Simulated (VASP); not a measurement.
AgI, 2 atoms in the cell. It takes space group F-43m (No. 216, cubic). The conventional cell has a = 6.473 Å, b = 6.473 Å, c = 6.473 Å, α = 90.00°, β = 90.00°, γ = 90.00°. Within 3.7 Å of Ag (site symmetry -43m) lie 4 I at 2.80 Å. Within 3.7 Å of I (site symmetry -43m) lie 4 Ag at 2.80 Å. 

- Program: VASP 6.6.1
- Task: single point
- Functional: PBE
- Potentials or basis: VASP PAW PBE potentials, release 64 (Ag, I)
- Cutoff: 500 eV
- k mesh: 8 × 8 × 8
- Occupations: gaussian, width 0.05 eV
- Spin: no spin polarisation
- Dipole correction: no
- Further INCAR settings: ALGO = Normal; EDIFF = 1e-06; NBANDS = 16

Potentials or basis: VASP PAW PBE potentials, release 64 (Ag, I).

The run is started by

```console
$ cat potpaw_PBE.64/Ag/POTCAR potpaw_PBE.64/I/POTCAR > POTCAR
$ mpirun -np 1 vasp_std > vasp.out
```

Hardware: 1 thread of Intel Xeon 8259CL (shared host).

**Question.** How long does it take, and how much memory?

**Answer.** Run time: 38 s on 1 thread of Intel Xeon 8259CL, with other jobs on the host, peak memory 0.19 GiB. Counts: scf iterations 12, k points 29.
